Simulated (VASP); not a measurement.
# Si16Au (a cell with a defect) in VASP: further runs

Runs on Si16Au (a cell with a defect). Level: LDA. Tasks: single point.

Everything below comes from runs of VASP 6.6.1. Logs are shortened: lines on timing, memory, paths and dates and some standing lists are left out, and cuts for length are marked.

**1. The cell of the first run**

The cell holds a defect, 17 atoms: a = 7.640 Å, b = 7.640 Å, c = 7.640 Å, α = 60.00°, β = 60.00°, γ = 60.00°.

**2. Single point, LDA (with an interstitial atom, then relaxed in part)**

Input file INCAR:

```
ALGO = Normal
EDIFF = 1E-6
ENCUT = 520
GGA = CA
ISIF = 2
ISMEAR = 0
LASPH = T
LCHARG = F
LREAL = Auto
LWAVE = F
NBANDS = 52
NELECT = 74.0
NELM = 80
PREC = Accurate
SIGMA = 0.02
```

Input file KPOINTS:

```
k-points
0
Gamma
  3 3 3
```

Input file POSCAR:

```
Si16Au
1.0
    0.0000000000      5.4019422730     -5.4019422730
    5.4019422730      5.4019422730      0.0000000000
    5.4019422730      0.0000000000     -5.4019422730
Si Au
16 1
Direct
    0.1496194545      0.1307298994      0.1209457484
    0.1494618290      0.5999572279      0.1208585084
    0.5819675088      0.1443309366      0.1301221853
    0.6645096026      0.6426302433      0.0509439011
    0.1067309552      0.1100360485      0.6743660821
    0.1462610923      0.6287347410      0.5973264822
    0.6259140429      0.1449397926      0.6050020530
    0.6259768114      0.6253020781      0.6049207354
    0.2983137534      0.7389811017      0.2249459998
    0.2156503554      0.2408623331      0.3038936166
    0.7309228712      0.7525567824      0.2337548412
    0.7311448558      0.2835323018      0.2338638202
    0.2546812434      0.7385599985      0.7496899204
    0.2546455250      0.2581430796      0.7497995443
    0.7736849081      0.7734674937      0.6805551156
    0.7340746792      0.2546778623      0.7577082800
   -0.0597705703     -0.0581311325      0.1770281982
```

Potentials or basis: VASP PAW LDA potentials, release 64 (Si, Au).

Started as:

```bash
> cat potpaw_LDA.64/Si/POTCAR potpaw_LDA.64/Au/POTCAR > POTCAR
> mpirun -np 1 vasp_std > vasp.out
```

OUTCAR:

```text
EDIFF = 1E-6
   ENCUT = 520
   GGA = CA
   ISIF = 2
   ISMEAR = 0
   LASPH = T
   LREAL = Auto
   NELECT = 74.0
   NELM = 80
   PREC = Accurate

 ion  position               nearest neighbor table
   1  0.150  0.131  0.121-  10 2.28  14 2.32  17 2.41   9 2.45  12 2.62
   2  0.149  0.600  0.121-  10 2.28  13 2.32  17 2.41   9 2.45  11 2.62
   3  0.582  0.144  0.130-  10 2.31  16 2.33  11 2.45  12 2.45  17 2.49
   4  0.665  0.643  0.051-  12 2.28  11 2.28   9 2.31  15 2.31
   5  0.107  0.110  0.674-  10 2.31  14 2.34  13 2.34  16 2.34  17 3.14
   6  0.146  0.629  0.597-  14 2.32  13 2.32   9 2.33  15 2.34
   7  0.626  0.145  0.605-  12 2.32  16 2.32  14 2.32  15 2.34
   8  0.626  0.625  0.605-  11 2.32  16 2.32  13 2.32  15 2.34
   9  0.298  0.739  0.225-   4 2.31   6 2.33   1 2.45   2 2.45  17 2.49
  10  0.216  0.241  0.304-   2 2.28   1 2.28   3 2.31   5 2.31
  11  0.731  0.753  0.234-   4 2.28   8 2.32  17 2.41   3 2.45   2 2.62
  12  0.731  0.284  0.234-   4 2.28   7 2.32  17 2.41   3 2.45   1 2.62
  13  0.255  0.739  0.750-   2 2.32   6 2.32   8 2.32   5 2.34
  14  0.255  0.258  0.750-   1 2.32   6 2.32   7 2.32   5 2.34
  15  0.774  0.773  0.681-   4 2.31   7 2.34   8 2.34   6 2.34  17 3.14
  16  0.734  0.255  0.758-   7 2.32   8 2.32   3 2.33   5 2.34
  17  0.940  0.942  0.177-   2 2.41  12 2.41   1 2.41  11 2.41   3 2.49   9 2.49   5 3.14  15 3.14

  LATTYP: Found a face centered cubic cell.
 ALAT       =    10.8038845460

  Lattice vectors:

 A1 = (   0.0000000000,   5.4019422730,  -5.4019422730)
 A2 = (   5.4019422730,   5.4019422730,   0.0000000000)
 A3 = (   5.4019422730,   0.0000000000,  -5.4019422730)

Analysis of symmetry for initial positions (statically):
=====================================================================
 Subroutine PRICEL returns:
 Original cell was already a primitive cell.

 Routine SETGRP: Setting up the symmetry group for a
 face centered cubic supercell.

 Subroutine GETGRP returns: Found  1 space group operations
 (whereof  1 operations were pure point group operations)
 out of a pool of 48 trial point group operations.

The static configuration has the point symmetry C_1 .

Analysis of symmetry for dynamics (positions and initial velocities):
=====================================================================
 Subroutine PRICEL returns:
 Original cell was already a primitive cell.

 Routine SETGRP: Setting up the symmetry group for a
 face centered cubic supercell.

 Subroutine GETGRP returns: Found  1 space group operations
 (whereof  1 operations were pure point group operations)
 out of a pool of 48 trial point group operations.

[... 127 lines left out ...]
   POTIM  = 0.5000    time-step for ionic-motion
   TEBEG  =    0.0;   TEEND  =   0.0 temperature during run
   PSTRESS=    0.0 pullay stress
   NELECT =      74.0000    total number of electrons
   NUPDOWN=      -1.0000    fix difference up-down
   EMIN   =  10.00;   EMAX   =-10.00  energy-range for DOS
   EFERMI =   0.00;   METHOD = LEGACY
   ISMEAR =     0;   SIGMA  =   0.02  broadening in eV -4-tet -1-fermi 0-gaus
   EFERMI_NEDOS =   21; number of points for ismear=-14 and -15
   IALGO  =     38    algorithm
   IMIX   =      4    mixing-type and parameters
     AMIX     =   0.40;   BMIX     =  1.00
     AMIX_MAG =   1.60;   BMIX_MAG =  1.00
  volume/ion in A,a.u.               =      18.55       125.15
  Fermi-wavevector in a.u.,A,eV,Ry     =   1.009854  1.908348 13.875304  1.019806
  Thomas-Fermi vector in A             =   2.142808
   LORBIT       =      0    0 simple, 1 ext, 2 COOP (PROOUT), +10 PAW based schemes
   GGA     = CA    functional components
   LHFCALC =     F    Hartree Fock is set to
   AEXX    =    0.0000 exact exchange contribution
   IVDW    =     0    specifies the selected vdW correction
   LEPSILON=     F    determine dielectric tensor
   LRPA    =     F    only Hartree local field effects (RPA)
 non-spin polarized calculation
 Gauss-broadening in eV      SIGMA  =   0.02
  energy-cutoff  :      520.00
  volume of cell :      315.27
 maximum number of plane-waves:      8492
 NGX is ok and might be reduce to    60
   NGX = 29   NGY = 29   NGZ = 29

 number of electron      74.0000001 magnetization

 Free energy of the ion-electron system (eV)
  ---------------------------------------------------
  ext. energy  EPLUGINS =         0.00000000
  ---------------------------------------------------
  free energy    TOTEN  =      -104.48418353 eV

  energy without entropy =     -104.48407984  energy(sigma->0) =     -104.48413169

 E-fermi :   6.6831     XC(G=0): -10.0076

 val. band max:        6.6478911234   @ k =   0.0000   0.3333   0.0000
 cond. band min:       6.7126478911   @ k =   0.0000   0.0000   0.0000
 fundamental gap:      0.0647567677
 Fermi energy:         6.6831440291

 k-point     1 :       0.0000    0.0000    0.0000
  band No.  band energies     occupation
      1      -5.7819      2.00000
      2      -3.4494      2.00000
      3      -3.2769      2.00000
      4      -3.1511      2.00000
      5      -3.0706      2.00000
      6      -2.3055      2.00000
[... 717 lines left out ...]
     48      10.0059      0.00000
     49      10.0549      0.00000
 [bands above 49 left out]

------------------------ aborting loop because EDIFF is reached ----------------------------------------

  FORCE on cell =-STRESS in cart. coord.  units (eV):
  Direction    XX          YY          ZZ          XY          YZ          ZX
  --------------------------------------------------------------------------------------
  -------------------------------------------------------------------------------------
  Total       -2.5833798     -2.6085869     -3.3513603      0.9161366     -0.7179307      0.7389014
  in kB      -13.1286187    -13.2567199    -17.0314605      4.6557647     -3.6484913      3.7550631
  external PRESSURE =     -14.4722664 kB  Pullay stress =       0.0000000 kB

 VOLUME and BASIS-vectors are now :
 -----------------------------------------------------------------------------
  energy-cutoff  :      520.00
  volume of cell :      315.27
      direct lattice vectors                 reciprocal lattice vectors
     0.000000000  5.401942273 -5.401942273    -0.092559301  0.092559301 -0.092559301
     5.401942273  5.401942273  0.000000000     0.092559301  0.092559301  0.092559301
     5.401942273  0.000000000 -5.401942273     0.092559301 -0.092559301 -0.092559301

 POSITION                                       TOTAL-FORCE (eV/Angst)
 -----------------------------------------------------------------------------------
      1.35954      1.51443     -1.46158         0.016565      0.002334      0.010298
      3.89380      4.04832     -1.46025        -0.010861     -0.015299      0.006062
      1.48258      3.92342     -3.84667         0.008767      0.000386      0.006602
      3.74665      7.06109     -3.86484         0.008417     -0.003947      0.002194
      4.23730      1.17096     -4.21944         0.002240     -0.007351     -0.003473
      6.62311      4.18648     -4.01682         0.004159     -0.001677     -0.000610
[... 9 lines left out ...]
      5.46885      5.34118     -8.05853        -0.006432      0.006946      0.002455
      6.04422     10.16699     -6.03536        -0.000338      0.001679     -0.000179
 -----------------------------------------------------------------------------------
    total drift:                               -0.003370     -0.000582     -0.006472

  FREE ENERGIE OF THE ION-ELECTRON SYSTEM (eV)
  ---------------------------------------------------
  free  energy   TOTEN  =      -104.4841835312 eV

  energy  without entropy=     -104.4840798410  energy(sigma->0) =     -104.48413169
```

OSZICAR:

```text
N       E                     dE             d eps       ncg     rms          rms(c)
DAV:   1     0.197043568547E+03    0.19704E+03   -0.29337E+04  1456   0.120E+03
DAV:   2    -0.904238944022E+02   -0.28747E+03   -0.27171E+03  1724   0.188E+02
DAV:   3    -0.107834320805E+03   -0.17410E+02   -0.17098E+02  1880   0.411E+01
DAV:   4    -0.108186346588E+03   -0.35203E+00   -0.35067E+00  1872   0.703E+00
DAV:   5    -0.108193993534E+03   -0.76469E-02   -0.76401E-02  1872   0.102E+00    0.198E+01
DAV:   6    -0.105087527363E+03    0.31065E+01   -0.16969E+01  1680   0.266E+01    0.153E+01
DAV:   7    -0.104669071148E+03    0.41846E+00   -0.36740E+00  1680   0.992E+00    0.763E+00
DAV:   8    -0.104517384674E+03    0.15169E+00   -0.78948E-01  1768   0.357E+00    0.178E+00
DAV:   9    -0.104482013376E+03    0.35371E-01   -0.16373E-01  1752   0.307E+00    0.435E-01
DAV:  10    -0.104484909514E+03   -0.28961E-02   -0.38651E-02  1792   0.694E-01    0.362E-01
DAV:  11    -0.104484280902E+03    0.62861E-03   -0.68521E-03  1656   0.586E-01    0.149E-01
DAV:  12    -0.104484294902E+03   -0.14000E-04   -0.11836E-03  1696   0.163E-01    0.867E-02
DAV:  13    -0.104484190631E+03    0.10427E-03   -0.25424E-04  1720   0.104E-01    0.424E-02
DAV:  14    -0.104484184510E+03    0.61213E-05   -0.79658E-05  1744   0.358E-02    0.115E-02
DAV:  15    -0.104484183531E+03    0.97879E-06   -0.41962E-06  1592   0.119E-02
   1 F= -.10448418E+03 E0= -.10448413E+03  d E =-.103690E-03
```

stdout:

```text
POSCAR found type information on POSCAR SiAu
 POSCAR found :  2 types and      17 ions
 scaLAPACK will be used
 LDA part: xc-table for (Slater(with rela. corr.)+CA(PZ))
 , standard interpolation
 POSCAR, INCAR and KPOINTS ok, starting setup
 FFT: planning ... GRIDC
 FFT: planning ... GRID_SOFT
 FFT: planning ... GRID
 WAVECAR not read
 entering main loop
 the old and the new charge density differ
 old charge density:    75.00000 new   74.00000
    0.198E+01
```

It took 4.2 min on 1 thread of Intel Xeon 6975P-C (Granite Rapids), shared host; peak memory 0.41 GiB.

What came out:

| Quantity | Value |
| --- | --- |
| Free energy | -104.4842 eV |
| Largest force | 0.020 eV/Å |

Forces in eV/Å, atoms in the order of the input:
```
Si   0.017  0.002  0.010
Si  -0.011 -0.015  0.006
Si   0.009  0.000  0.007
Si   0.008 -0.004  0.002
Si   0.002 -0.007 -0.003
Si   0.004 -0.002 -0.001
Si   0.004 -0.005 -0.004
Si   0.006 -0.005 -0.001
Si  -0.005  0.000  0.000
Si  -0.008  0.008 -0.007
Si  -0.011 -0.004 -0.012
Si   0.006  0.010 -0.007
Si   0.000  0.007  0.000
Si  -0.007  0.002  0.002
Si  -0.008  0.004  0.007
Si  -0.006  0.007  0.002
Au   0.000  0.002  0.000
```

Caveat: the cell carries a net charge on a neutralising background, which shifts energy and pressure; the cell differs from its parent crystal (with an interstitial atom, then relaxed in part); the cell is charged against a uniform background, so pressure and absolute levels hang on convention; spin-orbit coupling is left out, which moves the levels of the heavy elements.

**3. Single point, LDA**

Input file INCAR:

```
SYSTEM = Si16Au
PREC = Accurate
ENCUT = 520
EDIFF = 1E-7
ISMEAR = 0
SIGMA = 0.02
LREAL = Auto
LASPH = .TRUE.
NELM = 80
ALGO = Normal
ISIF = 2
LWAVE = .FALSE.
LCHARG = .FALSE.
NBANDS = 52
NELECT = 74.0
```

Input file KPOINTS:

```
regular mesh
0
G
  3 3 3
  0 0 0
```

Input file POSCAR:

```
Si16Au
1.0
    0.0000000000      5.4019422730     -5.4019422730
    5.4019422730      5.4019422730      0.0000000000
    5.4019422730      0.0000000000     -5.4019422730
Si Au
16 1
Direct
    0.1468082145      0.1265236586      0.1310846107
    0.1466506786      0.5957509979      0.1309972347
    0.5791563186      0.1401246000      0.1402610324
    0.6616983891      0.6384239827      0.0610827520
    0.1039198443      0.1058297129      0.6845049083
    0.1434499780      0.6245284251      0.6074653031
    0.6231028267      0.1407335476      0.6151408756
    0.6231655819      0.6210957708      0.6150596086
    0.2955026025      0.7347747901      0.2350848891
    0.2128391867      0.2366559906      0.3140324191
    0.7281116312      0.7483504628      0.2438937577
    0.7283336810      0.2793259209      0.2440027000
    0.2518701480      0.7343536453      0.7598287417
    0.2518343276      0.2539367195      0.7599384245
    0.7708737505      0.7692611824      0.6906938859
    0.7312634605      0.2504715770      0.7678471539
   -0.0625816573     -0.0623374858      0.1871670316
```

Potentials or basis: VASP PAW LDA potentials, release 64 (Si, Au).

Started as:

```bash
> cat potpaw_LDA.64/Si/POTCAR potpaw_LDA.64/Au/POTCAR > POTCAR
> mpirun -np 1 vasp_std > vasp.out
```

Wall time 4.2 min (1 thread of Intel Xeon 6975P-C (Granite Rapids), shared host); peak memory 0.42 GiB.

The run converged. Its results:

```
Free energy   : -104.4842 eV
Largest force : 0.020 eV/Å
```

Forces on the atoms (eV/Å):
```
Si   0.016  0.004  0.011
Si  -0.011 -0.014  0.007
Si   0.008  0.000  0.005
Si   0.008 -0.005 -0.001
Si   0.004 -0.007 -0.002
Si   0.007 -0.004 -0.002
Si   0.005 -0.005 -0.004
Si   0.006 -0.006 -0.003
Si  -0.005 -0.001  0.000
Si  -0.006  0.007 -0.006
Si  -0.012 -0.005 -0.015
Si   0.007  0.010 -0.008
Si  -0.002  0.009  0.002
Si  -0.008  0.004  0.004
Si  -0.010  0.006  0.009
Si  -0.005  0.006  0.003
Au   0.000  0.001  0.000
```

Levels at points of the mesh, in eV from the Fermi level:
| k point | band 35 | band 36 | band 37 | band 38 | band 39 | band 40 |
| --- | --- | --- | --- | --- | --- | --- |
| (0.00, 0.00, 0.00) | -0.73 | -0.09 | -0.05 | 0.03 | 0.39 | 0.49 |

Caveat: the cell carries a net charge on a neutralising background, which shifts energy and pressure; the cell is charged against a uniform background, so pressure and absolute levels hang on convention; spin-orbit coupling is left out, which moves the levels of the heavy elements.
